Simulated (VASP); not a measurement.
# KCl (Pm-3m) in VASP: a series of runs

KCl is run at these levels: r2SCAN+D3(BJ), r2SCAN; tasks: single point.

Program: VASP 6.6.1. These are calculated values, not measurements. Logs are shortened: lines on timing, memory, paths and dates and some standing lists are left out, and cuts for length are marked.

## Step 1: The cell of the first run

It takes space group Pm-3m (No. 221, cubic). The conventional cell has a = 3.771 Å, b = 3.771 Å, c = 3.771 Å, α = 90.00°, β = 90.00°, γ = 90.00°. Within 4.3 Å of K (site symmetry m-3m) lie 8 Cl at 3.27 Å and 6 K at 3.77 Å. Within 4.3 Å of Cl (site symmetry m-3m) lie 8 K at 3.27 Å and 6 Cl at 3.77 Å.

## Step 2: Single point, r2SCAN+D3(BJ)

File POSCAR:

```
KCl
1.0
    3.7708085932      0.0000000000      0.0000000000
    0.0000000000      3.7708085932      0.0000000000
    0.0000000000      0.0000000000      3.7708085932
K Cl
1 1
Direct
    0.0000000000      0.0000000000      0.0000000000
    0.5000000000      0.5000000000      0.5000000000
```

File INCAR.step1:

```
ALGO = Normal ; EDIFF = 1E-4
ENCUT = 520 ; GGA = PE
ISMEAR = 0 ; LASPH = T
LCHARG = F ; LREAL = F
LWAVE = T ; NBANDS = 15
NELM = 80 ; PREC = Accurate
SIGMA = 0.01
```

File INCAR.step2:

```
ALGO = Normal ; EDIFF = 1E-7
ENCUT = 520 ; ISIF = 2
ISMEAR = 0 ; ISTART = 1
IVDW = 12 ; LASPH = T
LCHARG = T ; LELF = T
LMIXTAU = T ; LREAL = F
LVHAR = T ; LWAVE = F
METAGGA = R2SCAN ; NBANDS = 15
NELM = 80 ; PREC = Accurate
SIGMA = 0.01 ; VDW_A1 = 0.49484001
VDW_A2 = 5.73083694 ; VDW_S6 = 1.0
VDW_S8 = 0.78981345
```

File KPOINTS:

```
k-points
0
Gamma
  6 6 6
```

Potentials or basis: VASP PAW PBE potentials, release 64 (K_sv, Cl).

On the command line:

```bash
$ cat potpaw_PBE.64/K_sv/POTCAR potpaw_PBE.64/Cl/POTCAR > POTCAR
$ cp INCAR.step1 INCAR
$ mpirun -np 1 vasp_std > vasp.out
$ cp INCAR.step2 INCAR
$ mpirun -np 1 vasp_std > vasp.out
```

OUTCAR:

```text
EDIFF = 1E-7
   ENCUT = 520
   ISIF = 2
   ISMEAR = 0
   ISTART = 1
   IVDW = 12
   LASPH = T
   LREAL = F
   METAGGA = R2SCAN
   NELM = 80
   PREC = Accurate
 IVDW          = 12

 ion  position               nearest neighbor table
   1  0.000  0.000  0.000-
   2  0.500  0.500  0.500-

  LATTYP: Found a simple cubic cell.
 ALAT       =     3.7708085932

  Lattice vectors:

 A1 = (   3.7708085932,   0.0000000000,   0.0000000000)
 A2 = (   0.0000000000,   3.7708085932,   0.0000000000)
 A3 = (   0.0000000000,   0.0000000000,   3.7708085932)

Analysis of symmetry for initial positions (statically):
=====================================================================
 Subroutine PRICEL returns:
 Original cell was already a primitive cell.

 Routine SETGRP: Setting up the symmetry group for a
 simple cubic supercell.

 Subroutine GETGRP returns: Found 48 space group operations
 (whereof 48 operations were pure point group operations)
 out of a pool of 48 trial point group operations.

The static configuration has the point symmetry O_h .

Analysis of symmetry for dynamics (positions and initial velocities):
=====================================================================
 Subroutine PRICEL returns:
 Original cell was already a primitive cell.

 Routine SETGRP: Setting up the symmetry group for a
 simple cubic supercell.

 Subroutine GETGRP returns: Found 48 space group operations
 (whereof 48 operations were pure point group operations)
 out of a pool of 48 trial point group operations.

The dynamic configuration has the point symmetry O_h .

 Subroutine INISYM returns: Found 48 space group operations
 (whereof 48 operations are pure point group operations),
 and found     1 'primitive' translations

----------------------------------------------------------------------------------------

                                     Primitive cell

  volume of cell :      53.6171

  direct lattice vectors                    reciprocal lattice vectors
     3.770808593  0.000000000  0.000000000     0.265195110  0.000000000  0.000000000
     0.000000000  3.770808593  0.000000000     0.000000000  0.265195110  0.000000000
     0.000000000  0.000000000  3.770808593     0.000000000  0.000000000  0.265195110

  length of vectors
     3.770808593  3.770808593  3.770808593     0.265195110  0.265195110  0.265195110

  position of ions in fractional coordinates (direct lattice)
     0.000000000  0.000000000  0.000000000
     0.500000000  0.500000000  0.500000000

  ion indices of the primitive-cell ions
   primitive index   ion index
                 1           1
                 2           2

----------------------------------------------------------------------------------------

 KPOINTS: k-points

Automatic generation of k-mesh.
 Grid dimensions read from file:
 generate k-points for:    6    6    6

 Generating k-lattice:

  Cartesian coordinates                     Fractional coordinates (reciprocal lattice)
     0.044199185  0.000000000  0.000000000     0.166666667  0.000000000  0.000000000
     0.000000000  0.044199185  0.000000000     0.000000000  0.166666667  0.000000000
     0.000000000  0.000000000  0.044199185     0.000000000  0.000000000  0.166666667

  Length of vectors
     0.044199185  0.044199185  0.044199185

  Shift w.r.t. Gamma in fractional coordinates (k-lattice)
     0.000000000  0.000000000  0.000000000

 Subroutine IBZKPT returns following result:
 ===========================================

 Found     20 irreducible k-points:

 Following reciprocal coordinates:
            Coordinates               Weight
  0.000000  0.000000  0.000000      1.000000
  0.166667  0.000000  0.000000      6.000000
  0.333333  0.000000  0.000000      6.000000
  0.500000  0.000000  0.000000      3.000000
  0.166667  0.166667  0.000000     12.000000
  0.333333  0.166667  0.000000     24.000000
[... 12 lines left out ...]
  0.500000  0.500000  0.333333      6.000000
  0.500000  0.500000  0.500000      1.000000
   k-points           NKPTS =     20   k-points in BZ     NKDIM =     20   number of bands    NBANDS=     15
   number of dos      NEDOS =    301   number of ions     NIONS =      2
   total plane-waves  NPLWV =  21952
   dimension x,y,z NGX =    28 NGY =   28 NGZ =   28
   dimension x,y,z NGXF=    56 NGYF=   56 NGZF=   56
   ions per type =               1   1
   NGX,Y,Z   is equivalent  to a cutoff of  12.34, 12.34, 12.34 a.u.
   NGXF,Y,Z  is equivalent  to a cutoff of  24.69, 24.69, 24.69 a.u.
 SYSTEM =  unknown system
   PREC   = accura    normal or accurate (medium, high low for compatibility)
   ISTART =      1    job   : 0-new  1-cont  2-samecut
   ICHARG =      0    charge: 1-file 2-atom 10-const
   ISPIN  =      1    spin polarized calculation?
   LNONCOLLINEAR =      F non collinear calculations
   LSORBIT =      F    spin-orbit coupling
   LASPH  =      T    aspherical Exc in radial PAW
   ENCUT  =  520.0 eV  38.22 Ry    6.18 a.u.   7.01  7.01  7.01*2*pi/ulx,y,z
   NELM   =     80;   NELMIN=  2; NELMDL=  0     # of ELM steps
   EDIFF  = 0.1E-06   stopping-criterion for ELM
   LREAL  =      F    real-space projection
   EDIFFG = 0.1E-05   stopping-criterion for IOM
   NSW    =      0    number of steps for IOM
   IBRION =     -1    ionic relax: 0-MD 1-quasi-New 2-CG
   NFREE  =      0    steps in history (QN), initial steepest desc. (CG)
   ISIF   =      2    stress and relaxation
   ISYM   =      2    0-nonsym 1-usesym 2-fastsym
   POTIM  = 0.5000    time-step for ionic-motion
   TEBEG  =    0.0;   TEEND  =   0.0 temperature during run
   PSTRESS=    0.0 pullay stress
   NELECT =      16.0000    total number of electrons
   NUPDOWN=      -1.0000    fix difference up-down
   EMIN   =  10.00;   EMAX   =-10.00  energy-range for DOS
   EFERMI =   0.00;   METHOD = LEGACY
   ISMEAR =     0;   SIGMA  =   0.01  broadening in eV -4-tet -1-fermi 0-gaus
   EFERMI_NEDOS =   21; number of points for ismear=-14 and -15
   IALGO  =     38    algorithm
   IMIX   =      4    mixing-type and parameters
     AMIX     =   0.40;   BMIX     =  1.00
     AMIX_MAG =   1.60;   BMIX_MAG =  1.00
  volume/ion in A,a.u.               =      26.81       180.91
  Fermi-wavevector in a.u.,A,eV,Ry     =   1.093991  2.067343 16.283669  1.196816
  Thomas-Fermi vector in A             =   2.230287
   LORBIT       =      0    0 simple, 1 ext, 2 COOP (PROOUT), +10 PAW based schemes
   METAGGA = R2SCAN    functional components
   LHFCALC =     F    Hartree Fock is set to
   AEXX    =    0.0000 exact exchange contribution
   IVDW    =    12    specifies the selected vdW correction
   LEPSILON=     F    determine dielectric tensor
   LRPA    =     F    only Hartree local field effects (RPA)
 non-spin polarized calculation
 Gauss-broadening in eV      SIGMA  =   0.01
  energy-cutoff  :      520.00
  volume of cell :       53.62
 maximum number of plane-waves:      1472
   NGX = 15   NGY = 15   NGZ = 15

 number of electron      16.0000004 magnetization

 Free energy of the ion-electron system (eV)
  ---------------------------------------------------
  ext. energy  EPLUGINS =         0.00000000
  ---------------------------------------------------
  free energy    TOTEN  =       -16.40761046 eV

  energy without entropy =      -16.40761046  energy(sigma->0) =      -16.40761046

 E-fermi :  -0.9025     XC(G=0):  -8.7351

 val. band max:       -0.9576394764   @ k =   0.5000   0.5000   0.0000
 cond. band min:       4.8510196644   @ k =   0.0000   0.0000   0.0000
 fundamental gap:      5.8086591407
 Fermi energy:        -0.9025047240

 k-point     1 :       0.0000    0.0000    0.0000
  band No.  band energies     occupation
      1     -30.0435      2.00000
      2     -14.1924      2.00000
      3     -12.6521      2.00000
      4     -12.6521      2.00000
      5     -12.6521      2.00000
      6      -1.1738      2.00000
      7      -1.1738      2.00000
      8      -1.1738      2.00000
      9       4.8510      0.00000
     10       6.1342      0.00000
     11       6.1342      0.00000
     12      10.6457      0.00000
     13      10.6457      0.00000
     14      10.6457      0.00000
     15      13.6570      0.00000

 k-point     2 :       0.1667    0.0000    0.0000
  band No.  band energies     occupation
      1     -30.0376      2.00000
      2     -14.2288      2.00000
      3     -12.6430      2.00000
      4     -12.6430      2.00000
      5     -12.6238      2.00000
      6      -1.6828      2.00000
      7      -1.1775      2.00000
      8      -1.1775      2.00000
      9       5.4844      0.00000
     10       6.3756      0.00000
     11       6.7484      0.00000
     12      10.5489      0.00000
     13      10.5489      0.00000
     14      10.7894      0.00000
     15      12.6215      0.00000

 k-point     3 :       0.3333    0.0000    0.0000
  band No.  band energies     occupation
      1     -30.0259      2.00000
      2     -14.3065      2.00000
      3     -12.6247      2.00000
      4     -12.6247      2.00000
      5     -12.5557      2.00000
      6      -2.5070      2.00000
      7      -1.1861      2.00000
      8      -1.1861      2.00000
      9       6.8029      0.00000
     10       7.0363      0.00000
     11       7.9672      0.00000
     12      10.4878      0.00000
     13      10.4878      0.00000
     14      10.8671      0.00000
     15      11.1259      0.00000
[... 271 lines left out ...]
 k-point    19 :       0.5000    0.5000    0.3333
  band No.  band energies     occupation
      1     -29.9835      2.00000
      2     -13.7612      2.00000
      3     -12.8610      2.00000
      4     -12.8610      2.00000
      5     -12.7821      2.00000
      6      -2.3721      2.00000
      7      -2.3721      2.00000
      8      -2.0982      2.00000
      9       7.7408      0.00000
     10       8.6526      0.00000
     11       8.6526      0.00000
     12       9.3219      0.00000
     13      10.4466      0.00000
     14      10.4466      0.00000
     15      12.3104      0.00000

 k-point    20 :       0.5000    0.5000    0.5000
  band No.  band energies     occupation
      1     -29.9784      2.00000
      2     -13.7185      2.00000
      3     -12.8447      2.00000
      4     -12.8447      2.00000
      5     -12.8447      2.00000
      6      -2.4121      2.00000
      7      -2.4121      2.00000
      8      -2.4121      2.00000
      9       8.7135      0.00000
     10       8.7135      0.00000
     11       8.7135      0.00000
     12      10.0055      0.00000
     13      10.0055      0.00000
     14      10.0055      0.00000
     15      12.3402      0.00000

------------------------ aborting loop because EDIFF is reached ----------------------------------------

 Edisp (eV)   -0.21494

 E8    (eV) :    -0.0763

  FORCE on cell =-STRESS in cart. coord.  units (eV):
  Direction    XX          YY          ZZ          XY          YZ          ZX
  --------------------------------------------------------------------------------------
  -------------------------------------------------------------------------------------
  Total      -0.23700    -0.23700    -0.23700    -0.00000    -0.00000     0.00000
  in kB      -7.08199    -7.08199    -7.08199    -0.00000    -0.00000     0.00000
  external pressure =       -7.08 kB  Pullay stress =        0.00 kB

 VOLUME and BASIS-vectors are now :
 -----------------------------------------------------------------------------
  energy-cutoff  :      520.00
  volume of cell :       53.62
      direct lattice vectors                 reciprocal lattice vectors
     3.770808593  0.000000000  0.000000000     0.265195110  0.000000000  0.000000000
     0.000000000  3.770808593  0.000000000     0.000000000  0.265195110  0.000000000
     0.000000000  0.000000000  3.770808593     0.000000000  0.000000000  0.265195110

 POSITION                                       TOTAL-FORCE (eV/Angst)
 -----------------------------------------------------------------------------------
      0.00000      0.00000      0.00000         0.000000      0.000000      0.000000
      1.88540      1.88540      1.88540         0.000000      0.000000      0.000000
 -----------------------------------------------------------------------------------
    total drift:                               -0.000000      0.000000      0.000000

  FREE ENERGIE OF THE ION-ELECTRON SYSTEM (eV)
  ---------------------------------------------------
  free  energy   TOTEN  =       -16.6225506413 eV

  energy  without entropy=      -16.6225506413  energy(sigma->0) =      -16.62255064
```

It took 48 s on 1 thread of Intel Xeon Platinum 8259CL at 2.50GHz (Skylake/Cascade Lake), shared host; peak memory 0.17 GiB.

Results:

* Free energy: -16.6226 eV
* Pressure: -0.7 GPa
* Band gap on the k mesh: 5.81 eV, indirect (least direct gap 6.02 eV)
* Dispersion energy per atom: -0.107 eV

Caveat: the PAW data sets were made with another functional, which shifts forces and pressure a little.

## Step 3: Single point, r2SCAN

POSCAR is that of step 2.

File INCAR.step1:

```
PREC = Accurate
ENCUT = 520
ISMEAR = 1
SIGMA = 0.5
LREAL = False
LASPH = True
NELM = 100
NBANDS = 15
GGA = PE
ALGO = Normal
EDIFF = 1E-4
LWAVE = True
LCHARG = False
```

File INCAR.step2:

```
PREC = Accurate
ENCUT = 520
EDIFF = 1E-7
ISMEAR = 1
SIGMA = 0.5
LREAL = False
LASPH = True
NELM = 100
ALGO = Normal
ISIF = 2
LWAVE = False
LCHARG = False
METAGGA = R2SCAN
LMIXTAU = True
NBANDS = 15
ISTART = 1
```

File KPOINTS:

```
regular mesh
0
Gamma
  6 6 6
```

Potentials or basis: VASP PAW PBE potentials, release 64 (K_sv, Cl).

On the command line:

```bash
$ cat potpaw_PBE.64/K_sv/POTCAR potpaw_PBE.64/Cl/POTCAR > POTCAR
$ cp INCAR.step1 INCAR
$ mpirun -np 1 vasp_std > vasp.out
$ cp INCAR.step2 INCAR
$ mpirun -np 1 vasp_std > vasp.out
```

Run time: 48 s. Hardware: 1 thread of Intel Xeon Platinum 8259CL at 2.50GHz (Skylake/Cascade Lake), shared host; peak memory 0.16 GiB.

The run converged. Its results:

- Free energy: -16.3832 eV
- Pressure: -0.2 GPa
- Band gap on the k mesh: 5.82 eV, indirect (least direct gap 6.03 eV)

Levels at points of the mesh, in eV from the valence-band top:
```csv
k point,band 4,band 5,band 6,band 7,band 8,band 9,band 10,band 11,band 12,band 13
"(0.00, 0.00, 0.00)",-11.68,-11.68,-0.22,-0.22,-0.22,5.82,7.10,7.10,11.61,11.61
"(0.50, 0.00, 0.00)",-11.65,-11.55,-1.90,-0.23,-0.23,8.57,8.74,9.33,10.84,11.53
"(0.50, 0.50, 0.00)",-11.94,-11.62,-1.30,-1.30,0.00,6.87,8.09,9.74,9.74,12.69
"(0.50, 0.50, 0.50)",-11.88,-11.88,-1.45,-1.45,-1.45,9.68,9.68,9.68,10.97,10.97
```

Caveat: the PAW data sets were made with another functional, which shifts forces and pressure a little. r2SCAN opens gaps a little over a GGA but as a rule still falls short of measured ones.
